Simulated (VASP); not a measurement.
Input of a VASP 6.6.1 run:

INCAR

```
PREC = Accurate
ENCUT = 520
EDIFF = 1E-7
ISMEAR = 0
SIGMA = 0.1
LREAL = False
LASPH = True
NELM = 100
ALGO = Fast
ISIF = 2
LWAVE = False
LCHARG = True
GGA = PE
LELF = True
LVHAR = True
NBANDS = 18
```

Contents of KPOINTS:

```
Automatic mesh
0
Gamma
  8 6 4
```

File POSCAR:

```
Li
1.0
    0.0000000000      0.0000000000      2.8954825089
    4.9239459263      0.0000000000      0.0000000000
    0.0000000000      8.5285245181      0.0000000000
Li
6
Direct
    1.0000000000      0.5000000000      0.5000000000
    0.0000000000      0.0000000000      0.0000000000
    0.5000000000      1.0000000000      0.3333333333
    0.5000000000      0.5000000000      0.8333333333
    0.5000000000      0.5000000000      0.1666666667
    0.5000000000      1.0000000000      0.6666666667
```

Potentials or basis: VASP PAW PBE potentials, release 64 (Li_sv).

Command:

```console
$ cat potpaw_PBE.64/Li_sv/POTCAR > POTCAR
$ mpirun -np 1 vasp_std > vasp.out
```

What does it give for the band gap on the k mesh?

Zero (band 9 reaches 2.01 eV, above the bottom of band 10 at -1.38 eV).
